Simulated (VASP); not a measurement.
Mg16O16F (a cell with a defect) (F interstitial hop between voids), 33 atoms in the cell. The cell holds a defect, 33 atoms: a = 7.369 Å, b = 7.369 Å, c = 7.369 Å, α = 109.47°, β = 109.47°, γ = 109.47°. 

| Property | Result |
| --- | --- |
| Program | VASP 6.6.1 |
| Task | single point |
| Functional | PBE |
| Potentials or basis | VASP PAW PBE potentials, release 64 (Mg, O, F) |
| Cutoff | 520 eV |
| k mesh | 1 × 1 × 1, shifted |
| Occupations | fermi-dirac, width 0.01 eV |
| Spin | no spin polarisation |
| Dipole correction | no |
| Charge | -1 |
| Further INCAR settings | LREAL = Auto; ALGO = Normal; EDIFF = 1e-06; NBANDS = 90; NELECT = 136.0 |

Potentials or basis: VASP PAW PBE potentials, release 64 (Mg, O, F).

Command:

```sh
$ cat potpaw_PBE.64/Mg/POTCAR potpaw_PBE.64/O/POTCAR potpaw_PBE.64/F/POTCAR > POTCAR
$ mpirun -np 1 vasp_std > vasp.out
```

Hardware: 1 thread of Intel(R) Xeon(R) Platinum 8375C CPU @ 2.90GHz (Ice Lake), on a shared host.

Q: How long does it take, and how much memory?

A: Run time: 2.3 min on 1 thread of Intel(R) Xeon(R) Platinum 8375C CPU @ 2.90GHz (Ice Lake) (shared host), peak memory 0.4 GiB. Counts: scf iterations 15, k points 1.
